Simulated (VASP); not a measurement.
A run of VASP 6.6.1:

The input INCAR:

```
SYSTEM = Br
  PREC = Accurate
  ENCUT = 520
  EDIFF = 1E-7
  ISMEAR = -1
  SIGMA = 0.05
  LREAL = .FALSE.
  LASPH = .TRUE.
  NELM = 60
  ALGO = Normal
  ISIF = 2
  LWAVE = .FALSE.
  LCHARG = .TRUE.
  GGA = PS
  LELF = .TRUE.
  LVHAR = .TRUE.
  NBANDS = 22
```

The input KPOINTS:

```
regular mesh
0
G
  5 5 2
  0 0 0
```

File POSCAR:

```
Br
1.0
    3.5962841651     -2.0038196035      0.0000000000
    3.5962841651      2.0038196035      0.0000000000
    0.0000000000      0.0000000000      8.5733404649
Br
4
Direct
    0.8475370174      0.1524629826      0.1200462650
    0.6524629826      0.3475370174      0.6200462650
    0.1524629826      0.8475370174      0.8799537350
    0.3475370174      0.6524629826      0.3799537350
```

Potentials or basis: VASP PAW PBE potentials, release 64 (Br).

Command:

```console
$ cat potpaw_PBE.64/Br/POTCAR > POTCAR
$ mpirun -np 1 vasp_std > vasp.out
```

Hardware: 1 thread of Oxide Virtual Turin-like Processor (shared host).

Task: Estimate the wall time of this run.

Result: It took 89 s on 1 thread of Oxide Virtual Turin-like Processor (shared host), peak memory 0.2 GiB. Counts: scf iterations 15, k points 18.
